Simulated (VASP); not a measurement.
Write the native input for VASP 6.6.1 that does the following.

```
Task                   : single point
Functional             : PBE
Potentials or basis    : VASP PAW PBE potentials, release 64 (Sm_3, Sc_sv, As), 4f in core
Cutoff                 : 500 eV
k mesh                 : 12 × 12 × 4
Occupations            : gaussian, width 0.1 eV
Spin                   : no spin polarisation
Dipole correction      : no
Further INCAR settings : ALGO = Normal; EDIFF = 1e-06; NBANDS = 33
```

The structure of SmSc2As3 lies in POSCAR:

```
SmSc2As3
1.0
    5.0335294658      0.0000000000      0.0000000000
   -2.5167647329      4.3591643881      0.0000000000
    0.0000000000      0.0000000000     11.2372602351
Sm Sc As
1 2 3
Direct
    0.0000000000      0.0000000000      0.5000000000
    0.0000000000      0.0000000000      0.7842053595
    0.0000000000      0.0000000000      0.2157946405
    0.3333333333      0.6666666667      0.5000000000
    0.6666666667      0.3333333333      0.5000000000
    0.0000000000      0.0000000000      0.0000000000
```

The cell was generated, and may not be a known phase.

The input as run:

INCAR

```
SYSTEM = SmSc2As3
ALGO = Normal ; EDIFF = 1E-6
ENCUT = 500 ; GGA = PE
GGA_COMPAT = .FALSE. ; ISIF = 2
ISMEAR = 0 ; LASPH = .TRUE.
LCHARG = .TRUE. ; LELF = .TRUE.
LMAXMIX = 6 ; LREAL = .FALSE.
LVHAR = .TRUE. ; LWAVE = .FALSE.
NBANDS = 33 ; NELM = 200
PREC = Accurate ; SIGMA = 0.1
```

KPOINTS

```
k-points
0
G
  12 12 4
  0 0 0
```

Potentials or basis: VASP PAW PBE potentials, release 64 (Sm_3, Sc_sv, As), 4f in core.

Run with:

```console
$ cat potpaw_PBE.64/Sm_3/POTCAR potpaw_PBE.64/Sc_sv/POTCAR potpaw_PBE.64/As/POTCAR > POTCAR
$ mpirun -np 1 vasp_std > vasp.out
```

Results of the run:

| Item | Value |
| --- | --- |
| Pressure | 0.1 GPa |
| Largest force | 0.016 eV/Å |
| Band gap on the k mesh | zero (bands 24 and 25 overlap by 0.30 eV) |

Caveat: spin-orbit coupling is left out, which moves the levels of the heavy elements; the 4f electrons are frozen in the core, so they carry no moment and show no levels.

Run time: 7.4 min on 1 thread of Intel(R) Xeon(R) 6975P-C (Granite Rapids), on a shared host, peak memory 0.64 GiB.
